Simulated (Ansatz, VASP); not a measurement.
**CoSi2: VASP beside Ansatz**

```xyz
3
Lattice="0.0000 2.5899 2.5899 2.5899 0.0000 2.5899 2.5899 2.5899 0.0000" Properties=species:S:1:pos:R:3 pbc="T T T"
Co   -0.0833    0.0000    0.0000
Si    1.3823    1.2950    1.2950
Si    3.9723    3.8849    3.8849
```

Change from the starting cell: mode 4 frozen in at -0.090 Å, equal normal strain along x, y and z -0.0250.

Alike in both runs: task single point; functional PBEsol; k mesh 14 × 14 × 14; occupations gaussian, width 0.15 eV; no spin polarisation.

|  | VASP | Ansatz |
| --- | --- | --- |
| version | VASP 6.6.1 | Ansatz 0.2.0 |
| potentials or method | VASP PAW PBE potentials, release 64 (Co, Si), cutoff 520 eV | scalar-relativistic, plane waves, PAW |
| valence electrons in the cell | 17 | 25 |

|  | VASP | Ansatz | Ansatz less VASP |
| --- | --- | --- | --- |
| gap on the k mesh at the Fermi level (eV) | none | none | - |
| pressure (GPa) | 20.8 | 20.6 | -0.19 |
| traceless stress, the component that is largest in VASP (GPa) | -1.68 | -1.61 | +0.071 |
| rms of the force components (eV/Å) | 1.164 | 1.149 | -0.0144 |

VASP's potentials were made for PBE, not for PBEsol, and Ansatz warns of the same on its side. Atom by atom the forces differ by 0.014 eV/Å (rms over components). A gap of «none» marks a metal or a gap that the smearing closes. VASP's potentials hold 17 valence electrons a cell and Ansatz's 25, so a difference there can come from the potentials and not from the codes.
